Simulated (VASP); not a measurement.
# TaC (Fm-3m) in VASP: further runs

TaC is run at these levels: PBE+D3(BJ); tasks: single point.

Everything below comes from runs of VASP 6.6.1. Logs are shortened: lines on timing, memory, paths and dates and some standing lists are left out, and cuts for length are marked.

## (1) The cell of the first run

The structure is cubic, space group Fm-3m (No. 225). Conventional cell: a = 4.554 Å, b = 4.554 Å, c = 4.554 Å, α = 90.00°, β = 90.00°, γ = 90.00°. Within 3.0 Å of Ta (site symmetry m-3m) lie 6 C at 2.28 Å. Within 3.0 Å of C (site symmetry m-3m) lie 6 Ta at 2.28 Å.

## (2) Single point, PBE+D3(BJ)

INCAR reads:

```
PREC     = Accurate       # precision mode
ENCUT    = 600            # plane-wave cutoff, eV
EDIFF    = 1E-6           # SCF threshold, eV
ISMEAR   = 1              # smearing method
SIGMA    = 0.15           # smearing width, eV
LREAL    = False          # projectors in reciprocal space
LASPH    = True           # aspherical terms in the spheres
NELM     = 120            # most SCF steps
ALGO     = Normal         # electronic algorithm
ISIF     = 2              # what is computed and relaxed
LWAVE    = False          # write WAVECAR
LCHARG   = False          # write CHGCAR
GGA      = PE             # functional
IVDW     = 12             # dispersion correction
NBANDS   = 14             # bands
GGA_COMPAT= False
```

KPOINTS reads:

```
Automatic mesh
0
Gamma
  11 11 11
```

POSCAR reads:

```
TaC
1.0
    0.0000000000      2.2772407715      2.2772407715
    2.2772407715      0.0000000000      2.2772407715
    2.2772407715      2.2772407715      0.0000000000
Ta C
1 1
Direct
    0.0000000000      0.0000000000      0.0000000000
    0.5000000000      0.5000000000      0.5000000000
```

Potentials or basis: VASP PAW PBE potentials, release 64 (Ta_pv, C).

Run with:

```
$ cat potpaw_PBE.64/Ta_pv/POTCAR potpaw_PBE.64/C/POTCAR > POTCAR
$ mpirun -np 1 vasp_std > vasp.out
```

OUTCAR:

```text
PREC = Accurate
   ENCUT = 600
   EDIFF = 1E-6
   ISMEAR = 1
   LREAL = False
   LASPH = True
   NELM = 120
   ISIF = 2
   GGA = PE
   IVDW = 12
 IVDW          = 12

 ion  position               nearest neighbor table
   1  0.000  0.000  0.000-   2 2.28   2 2.28   2 2.28   2 2.28   2 2.28   2 2.28
   2  0.500  0.500  0.500-   1 2.28   1 2.28   1 2.28   1 2.28   1 2.28   1 2.28

  LATTYP: Found a face centered cubic cell.
 ALAT       =     4.5544815430

  Lattice vectors:

 A1 = (   0.0000000000,   2.2772407715,   2.2772407715)
 A2 = (   2.2772407715,   0.0000000000,   2.2772407715)
 A3 = (   2.2772407715,   2.2772407715,   0.0000000000)

Analysis of symmetry for initial positions (statically):
=====================================================================
 Subroutine PRICEL returns:
 Original cell was already a primitive cell.

 Routine SETGRP: Setting up the symmetry group for a
 face centered cubic supercell.

 Subroutine GETGRP returns: Found 48 space group operations
 (whereof 48 operations were pure point group operations)
 out of a pool of 48 trial point group operations.

The static configuration has the point symmetry O_h .

Analysis of symmetry for dynamics (positions and initial velocities):
=====================================================================
 Subroutine PRICEL returns:
 Original cell was already a primitive cell.

 Routine SETGRP: Setting up the symmetry group for a
 face centered cubic supercell.

 Subroutine GETGRP returns: Found 48 space group operations
 (whereof 48 operations were pure point group operations)
 out of a pool of 48 trial point group operations.

The dynamic configuration has the point symmetry O_h .

 Subroutine INISYM returns: Found 48 space group operations
 (whereof 48 operations are pure point group operations),
 and found     1 'primitive' translations

----------------------------------------------------------------------------------------

                                     Primitive cell

  volume of cell :      23.6187

  direct lattice vectors                    reciprocal lattice vectors
     0.000000000  2.277240771  2.277240771    -0.219563959  0.219563959  0.219563959
     2.277240771  0.000000000  2.277240771     0.219563959 -0.219563959  0.219563959
     2.277240771  2.277240771  0.000000000     0.219563959  0.219563959 -0.219563959

  length of vectors
     3.220504784  3.220504784  3.220504784     0.380295933  0.380295933  0.380295933

  position of ions in fractional coordinates (direct lattice)
     0.000000000  0.000000000  0.000000000
     0.500000000  0.500000000  0.500000000

  ion indices of the primitive-cell ions
   primitive index   ion index
                 1           1
                 2           2

----------------------------------------------------------------------------------------

 KPOINTS: Automatic mesh

Automatic generation of k-mesh.
 Grid dimensions read from file:
 generate k-points for:   11   11   11

 Generating k-lattice:

  Cartesian coordinates                     Fractional coordinates (reciprocal lattice)
    -0.019960360  0.019960360  0.019960360     0.090909091  0.000000000  0.000000000
     0.019960360 -0.019960360  0.019960360     0.000000000  0.090909091  0.000000000
     0.019960360  0.019960360 -0.019960360     0.000000000  0.000000000  0.090909091

  Length of vectors
     0.034572358  0.034572358  0.034572358

  Shift w.r.t. Gamma in fractional coordinates (k-lattice)
     0.000000000  0.000000000  0.000000000

 Subroutine IBZKPT returns following result:
 ===========================================

 Found     56 irreducible k-points:

 Following reciprocal coordinates:
            Coordinates               Weight
  0.000000  0.000000  0.000000      1.000000
  0.090909  0.000000  0.000000      8.000000
  0.181818  0.000000  0.000000      8.000000
  0.272727  0.000000  0.000000      8.000000
  0.363636  0.000000  0.000000      8.000000
  0.454545  0.000000  0.000000      8.000000
[... 16 lines left out ...]
 -0.272727  0.181818  0.000000     24.000000
 -0.181818  0.181818  0.000000     12.000000
 [... further k-points ...]
   k-points           NKPTS =     56   k-points in BZ     NKDIM =     56   number of bands    NBANDS=     14
   number of dos      NEDOS =    301   number of ions     NIONS =      2
   total plane-waves  NPLWV =  21952
   dimension x,y,z NGX =    28 NGY =   28 NGZ =   28
   dimension x,y,z NGXF=    56 NGYF=   56 NGZF=   56
   ions per type =               1   1
   NGX,Y,Z   is equivalent  to a cutoff of  14.45, 14.45, 14.45 a.u.
   NGXF,Y,Z  is equivalent  to a cutoff of  28.91, 28.91, 28.91 a.u.
 SYSTEM =  unknown system
   PREC   = accura    normal or accurate (medium, high low for compatibility)
   ISTART =      0    job   : 0-new  1-cont  2-samecut
   ICHARG =      2    charge: 1-file 2-atom 10-const
   ISPIN  =      1    spin polarized calculation?
   LNONCOLLINEAR =      F non collinear calculations
   LSORBIT =      F    spin-orbit coupling
   LASPH  =      T    aspherical Exc in radial PAW
   ENCUT  =  600.0 eV  44.10 Ry    6.64 a.u.   6.43  6.43  6.43*2*pi/ulx,y,z
   NELM   =    120;   NELMIN=  2; NELMDL= -5     # of ELM steps
   EDIFF  = 0.1E-05   stopping-criterion for ELM
   LREAL  =      F    real-space projection
   EDIFFG = 0.1E-04   stopping-criterion for IOM
   NSW    =      0    number of steps for IOM
   IBRION =     -1    ionic relax: 0-MD 1-quasi-New 2-CG
   NFREE  =      0    steps in history (QN), initial steepest desc. (CG)
   ISIF   =      2    stress and relaxation
   ISYM   =      2    0-nonsym 1-usesym 2-fastsym
   POTIM  = 0.5000    time-step for ionic-motion
   TEBEG  =    0.0;   TEEND  =   0.0 temperature during run
   PSTRESS=    0.0 pullay stress
   NELECT =      15.0000    total number of electrons
   NUPDOWN=      -1.0000    fix difference up-down
   EMIN   =  10.00;   EMAX   =-10.00  energy-range for DOS
   EFERMI =   0.00;   METHOD = LEGACY
   ISMEAR =     1;   SIGMA  =   0.15  broadening in eV -4-tet -1-fermi 0-gaus
   EFERMI_NEDOS =   21; number of points for ismear=-14 and -15
   IALGO  =     38    algorithm
   IMIX   =      4    mixing-type and parameters
     AMIX     =   0.40;   BMIX     =  1.00
     AMIX_MAG =   1.60;   BMIX_MAG =  1.00
  volume/ion in A,a.u.               =      11.81        79.69
  Fermi-wavevector in a.u.,A,eV,Ry     =   1.407191  2.659205 26.942063  1.980186
  Thomas-Fermi vector in A             =   2.529475
   LORBIT       =      0    0 simple, 1 ext, 2 COOP (PROOUT), +10 PAW based schemes
   GGA     = PE    functional components
   LHFCALC =     F    Hartree Fock is set to
   AEXX    =    0.0000 exact exchange contribution
   IVDW    =    12    specifies the selected vdW correction
   LEPSILON=     F    determine dielectric tensor
   LRPA    =     F    only Hartree local field effects (RPA)
 non-spin polarized calculation
 Methfessel and Paxton  Order N= 1 SIGMA  =   0.15
  energy-cutoff  :      600.00
  volume of cell :       23.62
 maximum number of plane-waves:       806
 NGX is ok and might be reduce to    28
   NGX = 13   NGY = 13   NGZ = 13

 number of electron      15.0000000 magnetization

 Free energy of the ion-electron system (eV)
  ---------------------------------------------------
  ext. energy  EPLUGINS =         0.00000000
  ---------------------------------------------------
  free energy    TOTEN  =       -22.14686396 eV

  energy without entropy =      -22.14623820  energy(sigma->0) =      -22.14665537

 E-fermi :   7.8374     XC(G=0): -12.8582

 val. band max:        7.8178090260   @ k =   0.0909   0.0000   0.0000
 cond. band min:       7.8649399963   @ k =  -0.3636   0.3636   0.0909
 fundamental gap:      0.0471309702
 Fermi energy:         7.8374482252

 k-point     1 :       0.0000    0.0000    0.0000
  band No.  band energies     occupation
      1     -27.5236      2.00000
      2     -27.5236      2.00000
      3     -27.5236      2.00000
      4      -6.6200      2.00000
      5       6.5188      2.00000
      6       6.5188      2.00000
      7       6.5188      2.00000
      8       7.2921      2.00000
      9       7.2921      2.00000
     10       7.2921      2.00000
     11       8.3173     -0.00006
     12       8.3173     -0.00006
     13      13.5436      0.00000
     14      17.7138      0.00000

 k-point     2 :       0.0909    0.0000    0.0000
  band No.  band energies     occupation
      1     -27.5696      2.00000
      2     -27.5284      2.00000
      3     -27.5284      2.00000
      4      -6.4093      2.00000
      5       5.5055      2.00000
      6       5.9068      2.00000
      7       5.9068      2.00000
      8       6.9865      2.00000
      9       6.9865      2.00000
     10       7.8178      1.21951
     11       9.6589     -0.00000
     12       9.6589     -0.00000
     13      14.0018      0.00000
     14      18.2418      0.00000

 k-point     3 :       0.1818    0.0000    0.0000
  band No.  band energies     occupation
      1     -27.6912      2.00000
      2     -27.5414      2.00000
      3     -27.5414      2.00000
      4      -5.8079      2.00000
      5       3.9427      2.00000
      6       4.6765      2.00000
      7       4.6765      2.00000
      8       7.5089      2.00824
      9       7.5089      2.00824
     10       8.2942     -0.00015
     11      11.5904      0.00000
     12      11.5904      0.00000
     13      15.0108      0.00000
     14      19.4909      0.00000
[... 324 lines left out ...]
 k-point    23 :      -0.2727    0.1818    0.0000
  band No.  band energies     occupation
      1     -27.9192      2.00000
      2     -27.6924      2.00000
      3     -27.5719      2.00000
      4      -3.8825      2.00000
      5       1.1138      2.00000
      6       3.0341      2.00000
      7       3.2671      2.00000
      8       8.5211     -0.00000
      9       9.8002     -0.00000
     10      10.6022     -0.00000
     11      12.2210      0.00000
     12      15.8630      0.00000
     13      16.5634      0.00000
     14      20.3353      0.00000

 k-point    24 :      -0.1818    0.1818    0.0000
  band No.  band energies     occupation
      1     -27.8289      2.00000
      2     -27.6474      2.00000
      3     -27.5502      2.00000
      4      -4.6943      2.00000
      5       2.1296      2.00000
      6       3.4095      2.00000
      7       3.7280      2.00000
      8       7.7714      1.67095
      9       9.6965     -0.00000
     10       9.7245     -0.00000
     11      11.0844      0.00000
     12      15.2159      0.00000
     13      16.1440      0.00000
     14      20.4902      0.00000

 [... further k-points ...]

------------------------ aborting loop because EDIFF is reached ----------------------------------------

 Edisp (eV)   -0.85819

 E8    (eV) :    -0.4024

  FORCE on cell =-STRESS in cart. coord.  units (eV):
  Direction    XX          YY          ZZ          XY          YZ          ZX
  --------------------------------------------------------------------------------------
  -------------------------------------------------------------------------------------
  Total      -3.07859    -3.07859    -3.07859    -0.00000     0.00000     0.00000
  in kB    -208.83613  -208.83613  -208.83613    -0.00000     0.00000     0.00000
  external pressure =     -208.84 kB  Pullay stress =        0.00 kB

 VOLUME and BASIS-vectors are now :
 -----------------------------------------------------------------------------
  energy-cutoff  :      600.00
  volume of cell :       23.62
      direct lattice vectors                 reciprocal lattice vectors
     0.000000000  2.277240771  2.277240771    -0.219563959  0.219563959  0.219563959
     2.277240771  0.000000000  2.277240771     0.219563959 -0.219563959  0.219563959
     2.277240771  2.277240771  0.000000000     0.219563959  0.219563959 -0.219563959

 POSITION                                       TOTAL-FORCE (eV/Angst)
 -----------------------------------------------------------------------------------
      0.00000      0.00000      0.00000        -0.000000      0.000000     -0.000000
      2.27724      2.27724      2.27724         0.000000      0.000000      0.000000
 -----------------------------------------------------------------------------------
    total drift:                                0.000000      0.000000      0.000000

  FREE ENERGIE OF THE ION-ELECTRON SYSTEM (eV)
  ---------------------------------------------------
  free  energy   TOTEN  =       -23.0050557008 eV

  energy  without entropy=      -23.0044299482  energy(sigma->0) =      -23.00484712
```

Run time: 10 s. Hardware: 1 thread of Intel Xeon 6975P-C (Granite Rapids), shared host; peak memory 0.18 GiB.

Results:

```yaml
Free_energy: -23.0051 eV
Pressure: -20.9 GPa
Dispersion_energy_per_atom: -0.429 eV
```

Caveat: spin-orbit coupling is left out, which moves the levels of the heavy elements; pairwise dispersion overbinds metals, which lowers pressure and volume.

## (3) Single point, PBE+D3(BJ)

This run uses another cell than the first one, of 12.08 Å³/atom, 1.023 times its volume.

INCAR reads:

```
  ALGO = Normal
  EDIFF = 1E-6
  ENCUT = 600
  GGA = PE
  GGA_COMPAT = False
  ISIF = 2
  ISMEAR = 1
  IVDW = 12
  LASPH = True
  LCHARG = False
  LREAL = False
  LWAVE = False
  NBANDS = 14
  NELM = 120
  PREC = Accurate
  SIGMA = 0.15
```

KPOINTS reads:

```
k-points
0
Gamma
  11 11 11
```

POSCAR reads:

```
TaC
1.0
    0.0000000000      2.2947586967      2.2947586967
    2.2947586967      0.0000000000      2.2947586967
    2.2947586967      2.2947586967      0.0000000000
Ta C
1 1
Direct
    0.0000000000      0.0000000000      0.0000000000
    0.5000000000      0.5000000000      0.5000000000
```

Potentials or basis: VASP PAW PBE potentials, release 64 (Ta_pv, C).

Run with:

```
$ cat potpaw_PBE.64/Ta_pv/POTCAR potpaw_PBE.64/C/POTCAR > POTCAR
$ mpirun -np 1 vasp_std > vasp.out
```

Run time: 10 s. Hardware: 1 thread of Intel Xeon 6975P-C (Granite Rapids), shared host; peak memory 0.18 GiB.

The run converged. Its results:

| Item | Value |
| --- | --- |
| Free energy | -22.9245 eV |
| Pressure | -26.3 GPa |
| Dispersion energy per atom | -0.419 eV |

Levels at points of the mesh, in eV from the Fermi level:
```csv
k point,band 4,band 5,band 6,band 7,band 8,band 9,band 10,band 11,band 12,band 13
"(0.00, 0.00, 0.00)",-14.29,-1.28,-1.28,-1.28,-0.52,-0.52,-0.52,0.46,0.46,5.46
```

Caveat: spin-orbit coupling is left out, which moves the levels of the heavy elements; pairwise dispersion overbinds metals, which lowers pressure and volume.
